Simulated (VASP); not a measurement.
# As (Fd-3m) in VASP: further runs, part 2 of 2

VASP 6.6.1. The steps go on from the part before.

## 5. Single point, r2SCAN (31.28 Å³/atom)

This run uses another cell than the first one, of 31.28 Å³/atom.

POSCAR

```
As
1.0
    0.0000000000      3.1506877572      3.1506877572
    3.1506877572      0.0000000000      3.1506877572
    3.1506877572      3.1506877572      0.0000000000
As
2
Direct
    0.1250000000      0.1250000000      0.1250000000
    0.8750000000      0.8750000000      0.8750000000
```

INCAR.step1

```
SYSTEM = As
ALGO = Normal ; EDIFF = 1E-4
ENCUT = 520 ; GGA = PE
ISMEAR = -1 ; LASPH = .TRUE.
LCHARG = .FALSE. ; LREAL = .FALSE.
LWAVE = .TRUE. ; NBANDS = 12
NELM = 100 ; PREC = Accurate
SIGMA = 0.1
```

INCAR.step2

```
SYSTEM = As
ALGO = Normal ; EDIFF = 1E-6
ENCUT = 520 ; ISIF = 2
ISMEAR = -1 ; ISTART = 1
LASPH = .TRUE. ; LCHARG = .TRUE.
LELF = .TRUE. ; LMIXTAU = .TRUE.
LREAL = .FALSE. ; LVHAR = .TRUE.
LWAVE = .FALSE. ; METAGGA = R2SCAN
NBANDS = 12 ; NELM = 100
PREC = Accurate ; SIGMA = 0.1
```

KPOINTS

```
k-points
0
G
  10 10 10
  0 0 0
```

Potentials or basis: VASP PAW PBE potentials, release 64 (As).

Started as:

```console
> cat potpaw_PBE.64/As/POTCAR > POTCAR
> cp INCAR.step1 INCAR
> mpirun -np 1 vasp_std > vasp.out
> cp INCAR.step2 INCAR
> mpirun -np 1 vasp_std > vasp.out
```

OUTCAR:

```text
SYSTEM = As
   EDIFF = 1E-6
   ENCUT = 520
   ISIF = 2
   ISMEAR = -1
   ISTART = 1
   LASPH = .TRUE.
   LREAL = .FALSE.
   METAGGA = R2SCAN
   NELM = 100
   PREC = Accurate

 ion  position               nearest neighbor table
   1  0.125  0.125  0.125-   2 2.73   2 2.73   2 2.73   2 2.73
   2  0.875  0.875  0.875-   1 2.73   1 2.73   1 2.73   1 2.73

  LATTYP: Found a face centered cubic cell.
 ALAT       =     6.3013755144

  Lattice vectors:

 A1 = (   0.0000000000,   3.1506877572,   3.1506877572)
 A2 = (   3.1506877572,   0.0000000000,   3.1506877572)
 A3 = (   3.1506877572,   3.1506877572,   0.0000000000)

Analysis of symmetry for initial positions (statically):
=====================================================================
 Subroutine PRICEL returns:
 Original cell was already a primitive cell.

 Routine SETGRP: Setting up the symmetry group for a
 face centered cubic supercell.

 Subroutine GETGRP returns: Found 48 space group operations
 (whereof 12 operations were pure point group operations)
 out of a pool of 48 trial point group operations.

The static configuration has the point symmetry D_3d.
 The point group associated with its full space group is O_h .

Analysis of symmetry for dynamics (positions and initial velocities):
=====================================================================
 Subroutine PRICEL returns:
 Original cell was already a primitive cell.

 Routine SETGRP: Setting up the symmetry group for a
 face centered cubic supercell.

 Subroutine GETGRP returns: Found 48 space group operations
 (whereof 12 operations were pure point group operations)
 out of a pool of 48 trial point group operations.

The dynamic configuration has the point symmetry D_3d.
 The point group associated with its full space group is O_h .

 Subroutine INISYM returns: Found 48 space group operations
 (whereof 12 operations are pure point group operations),
 and found     1 'primitive' translations

----------------------------------------------------------------------------------------

                                     Primitive cell

  volume of cell :      62.5527

  direct lattice vectors                    reciprocal lattice vectors
     0.000000000  3.150687757  3.150687757    -0.158695510  0.158695510  0.158695510
     3.150687757  0.000000000  3.150687757     0.158695510 -0.158695510  0.158695510
     3.150687757  3.150687757  0.000000000     0.158695510  0.158695510 -0.158695510

  length of vectors
     4.455745357  4.455745357  4.455745357     0.274868686  0.274868686  0.274868686

  position of ions in fractional coordinates (direct lattice)
     0.125000000  0.125000000  0.125000000
     0.875000000  0.875000000  0.875000000

  ion indices of the primitive-cell ions
   primitive index   ion index
                 1           1
                 2           2

----------------------------------------------------------------------------------------

 KPOINTS: k-points

Automatic generation of k-mesh.
 Grid dimensions read from file:
 generate k-points for:   10   10   10

 Generating k-lattice:

  Cartesian coordinates                     Fractional coordinates (reciprocal lattice)
[... 41 lines left out ...]
 [... further k-points ...]
   k-points           NKPTS =     47   k-points in BZ     NKDIM =     47   number of bands    NBANDS=     12
   number of dos      NEDOS =    301   number of ions     NIONS =      2
   total plane-waves  NPLWV =  46656
   dimension x,y,z NGX =    36 NGY =   36 NGZ =   36
   dimension x,y,z NGXF=    72 NGYF=   72 NGZF=   72
   ions per type =               2
   NGX,Y,Z   is equivalent  to a cutoff of  13.43, 13.43, 13.43 a.u.
   NGXF,Y,Z  is equivalent  to a cutoff of  26.86, 26.86, 26.86 a.u.
 SYSTEM =  As
   PREC   = accura    normal or accurate (medium, high low for compatibility)
   ISTART =      1    job   : 0-new  1-cont  2-samecut
   ICHARG =      0    charge: 1-file 2-atom 10-const
   ISPIN  =      1    spin polarized calculation?
   LNONCOLLINEAR =      F non collinear calculations
   LSORBIT =      F    spin-orbit coupling
   LASPH  =      T    aspherical Exc in radial PAW
   ENCUT  =  520.0 eV  38.22 Ry    6.18 a.u.   8.28  8.28  8.28*2*pi/ulx,y,z
   NELM   =    100;   NELMIN=  2; NELMDL=  0     # of ELM steps
   EDIFF  = 0.1E-05   stopping-criterion for ELM
   LREAL  =      F    real-space projection
   EDIFFG = 0.1E-04   stopping-criterion for IOM
   NSW    =      0    number of steps for IOM
   IBRION =     -1    ionic relax: 0-MD 1-quasi-New 2-CG
   NFREE  =      0    steps in history (QN), initial steepest desc. (CG)
   ISIF   =      2    stress and relaxation
   ISYM   =      2    0-nonsym 1-usesym 2-fastsym
   POTIM  = 0.5000    time-step for ionic-motion
   TEBEG  =    0.0;   TEEND  =   0.0 temperature during run
   PSTRESS=    0.0 pullay stress
   NELECT =      10.0000    total number of electrons
   NUPDOWN=      -1.0000    fix difference up-down
   EMIN   =  10.00;   EMAX   =-10.00  energy-range for DOS
   EFERMI =   0.00;   METHOD = LEGACY
   ISMEAR =    -1;   SIGMA  =   0.10  broadening in eV -4-tet -1-fermi 0-gaus
   EFERMI_NEDOS =   21; number of points for ismear=-14 and -15
   IALGO  =     38    algorithm
   IMIX   =      4    mixing-type and parameters
     AMIX     =   0.40;   BMIX     =  1.00
     AMIX_MAG =   1.60;   BMIX_MAG =  1.00
  volume/ion in A,a.u.               =      31.28       211.06
  Fermi-wavevector in a.u.,A,eV,Ry     =   0.888504  1.679029 10.740978  0.789440
  Thomas-Fermi vector in A             =   2.009942
   LORBIT       =      0    0 simple, 1 ext, 2 COOP (PROOUT), +10 PAW based schemes
   METAGGA = R2SCAN    functional components
   LHFCALC =     F    Hartree Fock is set to
   AEXX    =    0.0000 exact exchange contribution
   IVDW    =     0    specifies the selected vdW correction
   LEPSILON=     F    determine dielectric tensor
   LRPA    =     F    only Hartree local field effects (RPA)
 non-spin polarized calculation
  energy-cutoff  :      520.00
  volume of cell :       62.55
 maximum number of plane-waves:      1705
 NGX is ok and might be reduce to    36
   NGX = 17   NGY = 17   NGZ = 17

 number of electron       9.9999999 magnetization

 Free energy of the ion-electron system (eV)
  ---------------------------------------------------
  ext. energy  EPLUGINS =         0.00000000
  ---------------------------------------------------
  free energy    TOTEN  =       -28.48786240 eV

  energy without entropy =      -28.45190811  energy(sigma->0) =      -28.46988525

 E-fermi :   2.0332     XC(G=0):  -8.6169

 val. band max:        1.9936554588   @ k =   0.5000   0.4000   0.1000
 cond. band min:       2.0410930465   @ k =   0.2000   0.2000   0.0000
 fundamental gap:      0.0474375877
 Fermi energy:         2.0332003918

 k-point     1 :       0.0000    0.0000    0.0000
  band No.  band energies     occupation
      1     -11.6655      2.00000
      2      -4.5912      2.00000
      3      -0.0256      2.00000
      4      -0.0256      2.00000
      5      -0.0256      2.00000
      6       2.7445      0.00163
      7       2.7445      0.00163
      8       2.7445      0.00163
      9       7.2107      0.00000
     10      10.3397      0.00000
     11      10.3397      0.00000
     12      12.1280      0.00000
[... 331 lines left out ...]
 k-point    24 :       0.4000    0.3000    0.0000
  band No.  band energies     occupation
      1     -10.3336      2.00000
      2      -7.6178      2.00000
      3      -1.7690      2.00000
      4      -1.5819      2.00000
      5       1.6088      1.97171
      6       1.9751      1.28253
      7       5.6466      0.00000
      8       5.7152      0.00000
      9       8.2670      0.00000
     10      10.4845      0.00000
     11      12.0828      0.00000
     12      13.5980      0.00000

 [... further k-points ...]

------------------------ aborting loop because EDIFF is reached ----------------------------------------

  FORCE on cell =-STRESS in cart. coord.  units (eV):
  Direction    XX          YY          ZZ          XY          YZ          ZX
  --------------------------------------------------------------------------------------
  -------------------------------------------------------------------------------------
  Total       -1.8548696     -1.8548696     -1.8548696      0.0000000     -0.0000000     -0.0000000
  in kB      -47.5092173    -47.5092173    -47.5092173      0.0000000     -0.0000000     -0.0000000
  external PRESSURE =     -47.5092173 kB  Pullay stress =       0.0000000 kB

 VOLUME and BASIS-vectors are now :
 -----------------------------------------------------------------------------
  energy-cutoff  :      520.00
  volume of cell :       62.55
      direct lattice vectors                 reciprocal lattice vectors
     0.000000000  3.150687757  3.150687757    -0.158695510  0.158695510  0.158695510
     3.150687757  0.000000000  3.150687757     0.158695510 -0.158695510  0.158695510
     3.150687757  3.150687757  0.000000000     0.158695510  0.158695510 -0.158695510

 POSITION                                       TOTAL-FORCE (eV/Angst)
 -----------------------------------------------------------------------------------
      0.78767      0.78767      0.78767         0.000000     -0.000000     -0.000000
      5.51370      5.51370      5.51370        -0.000000      0.000000      0.000000
 -----------------------------------------------------------------------------------
    total drift:                                0.000000      0.000000      0.000000

  FREE ENERGIE OF THE ION-ELECTRON SYSTEM (eV)
  ---------------------------------------------------
  free  energy   TOTEN  =       -28.4878624029 eV

  energy  without entropy=      -28.4519081063  energy(sigma->0) =      -28.46988525
```

It took 44 s on 1 thread of Intel Xeon 6975P-C (Granite Rapids), shared host; peak memory 0.22 GiB.

What came out:

```
Free energy            : -28.4879 eV
Pressure               : -4.8 GPa
Band gap on the k mesh : zero (bands 5 and 6 overlap by 1.19 eV)
```

Levels at points of the mesh, in eV from the Fermi level:
```csv
k point,band 3,band 4,band 5,band 6,band 7,band 8
"(0.00, 0.00, 0.00)",-2.06,-2.06,-2.06,0.71,0.71,0.71
"(0.50, 0.00, 0.00)",-2.93,-2.93,-2.64,1.94,1.94,4.45
"(0.50, 0.50, 0.00)",-3.91,-3.91,-0.48,-0.48,4.72,4.72
```

Caveat: the cell stands under tension; the PAW data sets were made with another functional, which shifts forces and pressure a little.

## 6. The runs side by side

```csv
cell,gap on the mesh (eV),pressure (GPa)
"a = 4.291 Å, angles 60.0°, 2 atoms",none,-0.2
"a = 4.347 Å, angles 60.0°, 2 atoms",none,-2.0
"a = 4.402 Å, angles 60.0°, 2 atoms",none,-3.5
"a = 4.456 Å, angles 60.0°, 2 atoms",none,-4.8
```

Alike in all rows: task single point; level r2SCAN; potentials or basis VASP PAW PBE potentials, release 64 (As); no spin polarisation; k mesh 10 × 10 × 10; cutoff (eV) 520; smearing fermi-dirac 0.1 eV.

Caveats: the PAW data sets were made with another functional, which shifts forces and pressure a little; the cell stands under tension (at least some runs).

Absolute energies hang on the potentials; compare differences alone.
